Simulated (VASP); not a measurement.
# Zr2N (P4_2/mnm) in VASP: a series of runs

The runs below take Zr2N through single point, with PBEsol.

All numbers are computed with VASP 6.6.1; they aren't measurements. Logs are shortened: lines on timing, memory, paths and dates and some standing lists are left out, and cuts for length are marked.

**1. The cell of the first run**

Symmetry: P4_2/mnm, No. 136, tetragonal system. The conventional cell has a = 5.413 Å, b = 5.413 Å, c = 3.308 Å, α = 90.00°, β = 90.00°, γ = 90.00°. Within 3.0 Å of Zr (site symmetry m2m) lie 3 N at 2.27 Å. N (site symmetry mmm) has 6 Zr at 2.27 Å within 3.0 Å.

**2. Single point, PBEsol**

File INCAR:

```
PREC     = Accurate       # precision mode
ENCUT    = 520            # plane-wave cutoff, eV
EDIFF    = 1E-6           # SCF threshold, eV
ISMEAR   = -5             # smearing method
SIGMA    = 0.1            # smearing width, eV
LREAL    = F              # projectors in reciprocal space
LASPH    = T              # aspherical terms in the spheres
NELM     = 60             # most SCF steps
ALGO     = Normal         # electronic algorithm
ISIF     = 2              # what is computed and relaxed
LWAVE    = F              # write WAVECAR
LCHARG   = F              # write CHGCAR
GGA      = PS             # functional
NBANDS   = 38             # bands
```

File KPOINTS:

```
Automatic mesh
0
Gamma
  8 8 10
```

File POSCAR:

```
Zr2N
1.0
    5.4130027300      0.0000000000      0.0000000000
    0.0000000000      5.4130027300      0.0000000000
    0.0000000000      0.0000000000      3.3077891900
Zr N
4 2
Direct
    0.2961254600      0.2961254600      0.0000000000
    0.7038745400      0.7038745400      0.0000000000
    0.7961254600      0.2038745400      0.5000000000
    0.2038745400      0.7961254600      0.5000000000
    0.0000000000      0.0000000000      0.0000000000
    0.5000000000      0.5000000000      0.5000000000
```

Potentials or basis: VASP PAW PBE potentials, release 64 (Zr_sv, N).

Run with:

```sh
> cat potpaw_PBE.64/Zr_sv/POTCAR potpaw_PBE.64/N/POTCAR > POTCAR
> mpirun -np 1 vasp_std > vasp.out
```

OUTCAR:

```text
PREC = Accurate
   ENCUT = 520
   EDIFF = 1E-6
   ISMEAR = -5
   LREAL = F
   LASPH = T
   NELM = 60
   ISIF = 2
   GGA = PS

 ion  position               nearest neighbor table
   1  0.296  0.296  0.000-   5 2.27   6 2.27   6 2.27   2 3.12   4 3.21   3 3.21   4 3.21   3 3.21
                             4 3.21   4 3.21   3 3.21   3 3.21   2 3.89   2 3.89
   2  0.704  0.704  0.000-   5 2.27   6 2.27   6 2.27   1 3.12   4 3.21   3 3.21   4 3.21   3 3.21
                             3 3.21   3 3.21   4 3.21   4 3.21   1 3.89   1 3.89
   3  0.796  0.204  0.500-   6 2.27   5 2.27   5 2.27   4 3.12   1 3.21   1 3.21   2 3.21   2 3.21
                             2 3.21   2 3.21   1 3.21   1 3.21   4 3.89   4 3.89
   4  0.204  0.796  0.500-   6 2.27   5 2.27   5 2.27   3 3.12   1 3.21   1 3.21   2 3.21   2 3.21
                             1 3.21   1 3.21   2 3.21   2 3.21   3 3.89   3 3.89
   5  0.000  0.000  0.000-   1 2.27   2 2.27   3 2.27   4 2.27   3 2.27   4 2.27
   6  0.500  0.500  0.500-   3 2.27   4 2.27   1 2.27   2 2.27   1 2.27   2 2.27

  LATTYP: Found a simple tetragonal cell.
 ALAT       =     5.4130027300
 C/A-ratio  =     0.6110821211

  Lattice vectors:

 A1 = (   5.4130027300,   0.0000000000,   0.0000000000)
 A2 = (   0.0000000000,   5.4130027300,   0.0000000000)
 A3 = (   0.0000000000,   0.0000000000,   3.3077891900)

Analysis of symmetry for initial positions (statically):
=====================================================================
 Subroutine PRICEL returns:
 Original cell was already a primitive cell.

 Routine SETGRP: Setting up the symmetry group for a
 simple tetragonal supercell.

 Subroutine GETGRP returns: Found 16 space group operations
 (whereof  8 operations were pure point group operations)
 out of a pool of 16 trial point group operations.

The static configuration has the point symmetry D_2h.
 The point group associated with its full space group is D_4h.

Analysis of symmetry for dynamics (positions and initial velocities):
=====================================================================
 Subroutine PRICEL returns:
 Original cell was already a primitive cell.

 Routine SETGRP: Setting up the symmetry group for a
 simple tetragonal supercell.

 Subroutine GETGRP returns: Found 16 space group operations
 (whereof  8 operations were pure point group operations)
 out of a pool of 16 trial point group operations.

The dynamic configuration has the point symmetry D_2h.
 The point group associated with its full space group is D_4h.

[... 111 lines left out ...]
   NSW    =      0    number of steps for IOM
   IBRION =     -1    ionic relax: 0-MD 1-quasi-New 2-CG
   NFREE  =      0    steps in history (QN), initial steepest desc. (CG)
   ISIF   =      2    stress and relaxation
   ISYM   =      2    0-nonsym 1-usesym 2-fastsym
   POTIM  = 0.5000    time-step for ionic-motion
   TEBEG  =    0.0;   TEEND  =   0.0 temperature during run
   PSTRESS=    0.0 pullay stress
   NELECT =      58.0000    total number of electrons
   NUPDOWN=      -1.0000    fix difference up-down
   EMIN   =  10.00;   EMAX   =-10.00  energy-range for DOS
   EFERMI =   0.00;   METHOD = LEGACY
   ISMEAR =    -5;   SIGMA  =   0.10  broadening in eV -4-tet -1-fermi 0-gaus
   EFERMI_NEDOS =   21; number of points for ismear=-14 and -15
   IALGO  =     38    algorithm
   IMIX   =      4    mixing-type and parameters
     AMIX     =   0.40;   BMIX     =  1.00
     AMIX_MAG =   1.60;   BMIX_MAG =  1.00
  volume/ion in A,a.u.               =      16.15       109.01
  Fermi-wavevector in a.u.,A,eV,Ry     =   1.379577  2.607023 25.895066  1.903234
  Thomas-Fermi vector in A             =   2.504534
   LORBIT       =      0    0 simple, 1 ext, 2 COOP (PROOUT), +10 PAW based schemes
   GGA     = PS    functional components
   LHFCALC =     F    Hartree Fock is set to
   AEXX    =    0.0000 exact exchange contribution
   IVDW    =     0    specifies the selected vdW correction
   LEPSILON=     F    determine dielectric tensor
   LRPA    =     F    only Hartree local field effects (RPA)
 non-spin polarized calculation
 Fermi weights with tetrahedron method with Bloechl corrections
  energy-cutoff  :      520.00
  volume of cell :       96.92
 maximum number of plane-waves:      2636
   NGX = 21   NGY = 21   NGZ = 13

 number of electron      58.0000001 magnetization

 Free energy of the ion-electron system (eV)
  ---------------------------------------------------
  ext. energy  EPLUGINS =         0.00000000
  ---------------------------------------------------
  free energy    TOTEN  =       -61.77485501 eV

  energy without entropy =      -61.77485501  energy(sigma->0) =      -61.77485501

 E-fermi :   9.5478     XC(G=0): -11.8320

 val. band max:        9.6328475054   @ k =   0.1250   0.1250   0.1000
 cond. band min:       9.4569096770   @ k =   0.5000   0.5000   0.2000
 fundamental gap:     -0.1759378284
 Fermi energy:         9.5478082235

 k-point     1 :       0.0000    0.0000    0.0000
  band No.  band energies     occupation
      1     -39.0497      2.00000
      2     -38.9096      2.00000
      3     -38.9096      2.00000
      4     -38.8516      2.00000
      5     -17.9793      2.00000
      6     -17.3914      2.00000
[... 973 lines left out ...]
     37      13.0137      0.00000
     38      13.0137      0.00000

 [... further k-points ...]

------------------------ aborting loop because EDIFF is reached ----------------------------------------

  FORCE on cell =-STRESS in cart. coord.  units (eV):
  Direction    XX          YY          ZZ          XY          YZ          ZX
  --------------------------------------------------------------------------------------
  -------------------------------------------------------------------------------------
  Total       -2.5810000     -2.5810000     -3.1965802      0.0000000      0.0000000      0.0000000
  in kB      -42.6662306    -42.6662306    -52.8423190      0.0000000      0.0000000      0.0000000
  external PRESSURE =     -46.0582600 kB  Pullay stress =       0.0000000 kB

 VOLUME and BASIS-vectors are now :
 -----------------------------------------------------------------------------
  energy-cutoff  :      520.00
  volume of cell :       96.92
      direct lattice vectors                 reciprocal lattice vectors
     5.413002730  0.000000000  0.000000000     0.184740347  0.000000000  0.000000000
     0.000000000  5.413002730  0.000000000     0.000000000  0.184740347  0.000000000
     0.000000000  0.000000000  3.307789190     0.000000000  0.000000000  0.302316727

 POSITION                                       TOTAL-FORCE (eV/Angst)
 -----------------------------------------------------------------------------------
      1.60293      1.60293      0.00000         0.045650      0.045650     -0.000000
      3.81007      3.81007      0.00000        -0.045650     -0.045650      0.000000
      4.30943      1.10357      1.65389         0.045650     -0.045650      0.000000
      1.10357      4.30943      1.65389        -0.045650      0.045650     -0.000000
      0.00000      0.00000      0.00000         0.000000      0.000000     -0.000000
      2.70650      2.70650      1.65389         0.000000      0.000000     -0.000000
 -----------------------------------------------------------------------------------
    total drift:                                0.000000     -0.000000     -0.000000

  FREE ENERGIE OF THE ION-ELECTRON SYSTEM (eV)
  ---------------------------------------------------
  free  energy   TOTEN  =       -61.7748550129 eV

  energy  without entropy=      -61.7748550129  energy(sigma->0) =      -61.77485501
```

OSZICAR:

```text
N       E                     dE             d eps       ncg     rms          rms(c)
DAV:   1     0.568408800506E+03    0.56841E+03   -0.31153E+04  6840   0.154E+03
DAV:   2    -0.152443841063E+02   -0.58365E+03   -0.56755E+03  7754   0.450E+02
DAV:   3    -0.658598879660E+02   -0.50616E+02   -0.49922E+02 10698   0.106E+02
DAV:   4    -0.693199029091E+02   -0.34600E+01   -0.34515E+01 10050   0.250E+01
DAV:   5    -0.694541158514E+02   -0.13421E+00   -0.13417E+00  9398   0.437E+00    0.342E+01
DAV:   6    -0.620618763164E+02    0.73922E+01   -0.43894E+01  8584   0.270E+01    0.150E+01
DAV:   7    -0.618395495530E+02    0.22233E+00   -0.53394E+00  9576   0.787E+00    0.783E+00
DAV:   8    -0.617900658061E+02    0.49484E-01   -0.50837E-01  7944   0.337E+00    0.126E+00
DAV:   9    -0.617767733012E+02    0.13293E-01   -0.17959E-01  8814   0.148E+00    0.682E-01
DAV:  10    -0.617747053230E+02    0.20680E-02   -0.34752E-02  8956   0.868E-01    0.134E-01
DAV:  11    -0.617748694940E+02   -0.16417E-03   -0.10118E-03  8898   0.188E-01    0.406E-02
DAV:  12    -0.617748579877E+02    0.11506E-04   -0.17533E-04  9656   0.566E-02    0.772E-03
DAV:  13    -0.617748559659E+02    0.20217E-05   -0.72115E-06  6932   0.128E-02    0.296E-03
DAV:  14    -0.617748550129E+02    0.95300E-06   -0.37469E-07  4926   0.427E-03
   1 F= -.61774855E+02 E0= -.61774855E+02  d E =0.000000E+00
```

stdout:

```text
POSCAR found type information on POSCAR ZrN
 POSCAR found :  2 types and       6 ions
 scaLAPACK will be used
 -----------------------------------------------------------------------------
|                                                                             |
[... 23 lines left out ...]
|     occupations, so forces and stress will be inaccurate. We suggest        |
|     using a different smearing scheme ISMEAR = 1 or 2 for metals in         |
|     relaxations.                                                            |
|                                                                             |
 -----------------------------------------------------------------------------
```

It took 2.8 min on 1 thread of AMD EPYC 9R45 (Zen 5), shared host; peak memory 0.34 GiB.

Results:

```
Free energy            : -61.7749 eV
Pressure               : -4.6 GPa
Largest force          : 0.065 eV/Å
Band gap on the k mesh : zero (band 29 reaches 10.96 eV, above the bottom of band 30 at 8.46 eV)
```

Forces in eV/Å, atoms in the order of the input:
```
Zr   0.046  0.046  0.000
Zr  -0.046 -0.046  0.000
Zr   0.046 -0.046  0.000
Zr  -0.046  0.046  0.000
N    0.000  0.000  0.000
N    0.000  0.000  0.000
```

Levels at points of the mesh, in eV from the Fermi level:
```tsv
k point	band 25	band 26	band 27	band 28	band 29	band 30	band 31	band 32	band 33	band 34
(0.00, 0.00, 0.00)	-3.25	-1.94	0.32	0.57	0.74	1.03	1.03	1.28	1.36	1.36
(0.50, 0.00, 0.00)	-1.96	-1.96	-0.94	-0.94	1.42	1.42	1.48	1.48	1.73	1.73
(0.50, 0.50, 0.00)	-1.43	-1.43	-1.07	-1.07	0.92	0.92	1.33	1.33	1.59	1.59
(0.00, 0.00, 0.50)	-1.13	-1.13	-1.11	-1.11	-1.09	-1.09	1.92	1.92	3.06	3.06
(0.50, 0.00, 0.50)	-1.75	-1.75	-0.87	-0.87	-0.74	-0.74	1.51	1.51	3.32	3.32
(0.50, 0.50, 0.50)	-1.47	-1.47	-0.88	-0.88	-0.28	-0.28	1.15	1.15	2.64	2.64
```

Caveat: the PAW data sets were made with another functional, which shifts forces and pressure a little; tetrahedron occupations give inexact forces and stress in metals.

**3. Single point, PBEsol**

File INCAR:

```
ALGO     = Normal         # electronic algorithm
EDIFF    = 1E-7           # SCF threshold, eV
ENCUT    = 520            # plane-wave cutoff, eV
GGA      = PS             # functional
ISIF     = 2              # what is computed and relaxed
ISMEAR   = 0              # smearing method
LASPH    = True           # aspherical terms in the spheres
LCHARG   = False          # write CHGCAR
LREAL    = False          # projectors in reciprocal space
LWAVE    = False          # write WAVECAR
NBANDS   = 38             # bands
NELM     = 60             # most SCF steps
PREC     = Accurate       # precision mode
SIGMA    = 0.1            # smearing width, eV
```

File KPOINTS:

```
k-points
0
Gamma
  8 8 12
```

POSCAR is that of step 2.

Potentials or basis: VASP PAW PBE potentials, release 64 (Zr_sv, N).

Run with:

```sh
> cat potpaw_PBE.64/Zr_sv/POTCAR potpaw_PBE.64/N/POTCAR > POTCAR
> mpirun -np 1 vasp_std > vasp.out
```

OUTCAR:

```text
EDIFF = 1E-7
   ENCUT = 520
   GGA = PS
   ISIF = 2
   ISMEAR = 0
   LASPH = True
   LREAL = False
   NELM = 60
   PREC = Accurate

 ion  position               nearest neighbor table
   1  0.296  0.296  0.000-   5 2.27   6 2.27   6 2.27   2 3.12   4 3.21   3 3.21   4 3.21   3 3.21
                             4 3.21   4 3.21   3 3.21   3 3.21   2 3.89   2 3.89
   2  0.704  0.704  0.000-   5 2.27   6 2.27   6 2.27   1 3.12   4 3.21   3 3.21   4 3.21   3 3.21
[... 1200 lines left out ...]
  -------------------------------------------------------------------------------------
  Total       -2.6523839     -2.6523839     -3.1070291      0.0000000      0.0000000      0.0000000
  in kB      -43.8462688    -43.8462688    -51.3619596      0.0000000      0.0000000      0.0000000
  external PRESSURE =     -46.3514990 kB  Pullay stress =       0.0000000 kB

 VOLUME and BASIS-vectors are now :
 -----------------------------------------------------------------------------
  energy-cutoff  :      520.00
  volume of cell :       96.92
      direct lattice vectors                 reciprocal lattice vectors
     5.413002730  0.000000000  0.000000000     0.184740347  0.000000000  0.000000000
     0.000000000  5.413002730  0.000000000     0.000000000  0.184740347  0.000000000
     0.000000000  0.000000000  3.307789190     0.000000000  0.000000000  0.302316727

 POSITION                                       TOTAL-FORCE (eV/Angst)
 -----------------------------------------------------------------------------------
      1.60293      1.60293      0.00000         0.039199      0.039199     -0.000000
      3.81007      3.81007      0.00000        -0.039199     -0.039199      0.000000
      4.30943      1.10357      1.65389         0.039199     -0.039199      0.000000
      1.10357      4.30943      1.65389        -0.039199      0.039199     -0.000000
      0.00000      0.00000      0.00000         0.000000      0.000000      0.000000
      2.70650      2.70650      1.65389         0.000000      0.000000      0.000000
 -----------------------------------------------------------------------------------
    total drift:                                0.000000     -0.000000     -0.000000

  FREE ENERGIE OF THE ION-ELECTRON SYSTEM (eV)
  ---------------------------------------------------
  free  energy   TOTEN  =       -61.7818267973 eV

  energy  without entropy=      -61.7663797154  energy(sigma->0) =      -61.77410326
```

Wall time 3.4 min (1 thread of AMD EPYC 9R45 (Zen 5), shared host); peak memory 0.37 GiB.

What came out:

- Free energy: -61.7818 eV
- Pressure: -4.6 GPa
- Largest force: 0.055 eV/Å
- Band gap on the k mesh: zero (band 29 reaches 10.96 eV, above the bottom of band 30 at 8.46 eV)

Forces on the atoms (eV/Å):
```
Zr   0.039  0.039  0.000
Zr  -0.039 -0.039  0.000
Zr   0.039 -0.039  0.000
Zr  -0.039  0.039  0.000
N    0.000  0.000  0.000
N    0.000  0.000  0.000
```

Levels at points of the mesh, in eV from the Fermi level:
| k point | band 26 | band 27 | band 28 | band 29 | band 30 | band 31 | band 32 | band 33 | band 34 | band 35 |
| --- | --- | --- | --- | --- | --- | --- | --- | --- | --- | --- |
| (0.00, 0.00, 0.00) | -1.94 | 0.31 | 0.57 | 0.73 | 1.02 | 1.02 | 1.27 | 1.36 | 1.36 | 2.27 |
| (0.50, 0.00, 0.00) | -1.96 | -0.95 | -0.95 | 1.41 | 1.41 | 1.47 | 1.47 | 1.72 | 1.72 | 3.07 |
| (0.50, 0.50, 0.00) | -1.44 | -1.08 | -1.08 | 0.92 | 0.92 | 1.32 | 1.32 | 1.59 | 1.59 | 1.90 |
| (0.00, 0.00, 0.50) | -1.14 | -1.12 | -1.12 | -1.10 | -1.10 | 1.91 | 1.91 | 3.05 | 3.05 | 3.67 |
| (0.50, 0.00, 0.50) | -1.76 | -0.88 | -0.88 | -0.74 | -0.74 | 1.50 | 1.50 | 3.31 | 3.31 | 3.67 |
| (0.50, 0.50, 0.50) | -1.48 | -0.88 | -0.88 | -0.28 | -0.28 | 1.15 | 1.15 | 2.63 | 2.63 | 3.80 |

Caveat: the PAW data sets were made with another functional, which shifts forces and pressure a little.

**4. Single point, PBEsol**

File INCAR:

```
SYSTEM = Zr2N
PREC = Accurate ; ENCUT = 520
EDIFF = 1E-6 ; ISMEAR = 0
SIGMA = 0.1 ; LREAL = .FALSE.
LASPH = .TRUE. ; NELM = 100
ALGO = Normal ; ISIF = 2
LWAVE = .FALSE. ; LCHARG = .FALSE.
GGA = PS ; NBANDS = 38
```

File KPOINTS:

```
regular mesh
0
G
  8 8 10
  0 0 0
```

POSCAR is that of step 3.

Run with:

```sh
> cat potpaw_PBE.64/Zr_sv/POTCAR potpaw_PBE.64/N/POTCAR > POTCAR
> mpirun -np 1 vasp_std > vasp.out
```

Wall time 4.2 min (1 thread of Intel Xeon Platinum 8488C (Sapphire Rapids), shared host); peak memory 0.36 GiB.

The run converged. Its results:

```
Free energy            : -61.7831 eV
Pressure               : -4.7 GPa
Largest force          : 0.058 eV/Å
Band gap on the k mesh : zero (band 29 reaches 10.96 eV, above the bottom of band 30 at 8.46 eV)
```

Forces on the atoms (eV/Å):
```
Zr   0.041  0.041  0.000
Zr  -0.041 -0.041  0.000
Zr   0.041 -0.041  0.000
Zr  -0.041  0.041  0.000
N    0.000  0.000  0.000
N    0.000  0.000  0.000
```

Stress tensor (GPa, compression positive):
```
-4.34  0.00  0.00
 0.00 -4.34  0.00
 0.00  0.00 -5.28
```

Levels at points of the mesh, in eV from the Fermi level:
```tsv
k point	band 25	band 26	band 27	band 28	band 29	band 30	band 31	band 32	band 33	band 34
(0.00, 0.00, 0.00)	-3.24	-1.94	0.32	0.57	0.74	1.03	1.03	1.28	1.36	1.36
(0.50, 0.00, 0.00)	-1.96	-1.96	-0.94	-0.94	1.42	1.42	1.48	1.48	1.73	1.73
(0.50, 0.50, 0.00)	-1.43	-1.43	-1.07	-1.07	0.92	0.92	1.33	1.33	1.59	1.59
(0.00, 0.00, 0.50)	-1.13	-1.13	-1.11	-1.11	-1.09	-1.09	1.92	1.92	3.06	3.06
(0.50, 0.00, 0.50)	-1.75	-1.75	-0.87	-0.87	-0.74	-0.74	1.51	1.51	3.32	3.32
(0.50, 0.50, 0.50)	-1.48	-1.48	-0.88	-0.88	-0.28	-0.28	1.15	1.15	2.64	2.64
```

Caveat: the PAW data sets were made with another functional, which shifts forces and pressure a little.

**5. Overview**

| k mesh | smearing | gap on the mesh (eV) | pressure (GPa) | largest force (eV/Å) |
| --- | --- | --- | --- | --- |
| 8 × 8 × 10 | tetrahedron | none | -4.6 | 0.06 |
| 8 × 8 × 12 | gaussian 0.1 eV | none | -4.6 | 0.06 |
| 8 × 8 × 10 | gaussian 0.1 eV | none | -4.7 | 0.06 |

Alike in all rows: task single point; level PBEsol; potentials or basis VASP PAW PBE potentials, release 64 (Zr_sv, N); no spin polarisation; cell as given; cutoff (eV) 520.

Every run on the cell as given and a fine mesh finds a metal.

Caveats: the PAW data sets were made with another functional, which shifts forces and pressure a little; tetrahedron occupations give inexact forces and stress in metals (some runs).

Total energies depend on the potentials used, so only differences within one code and one set of settings carry meaning.
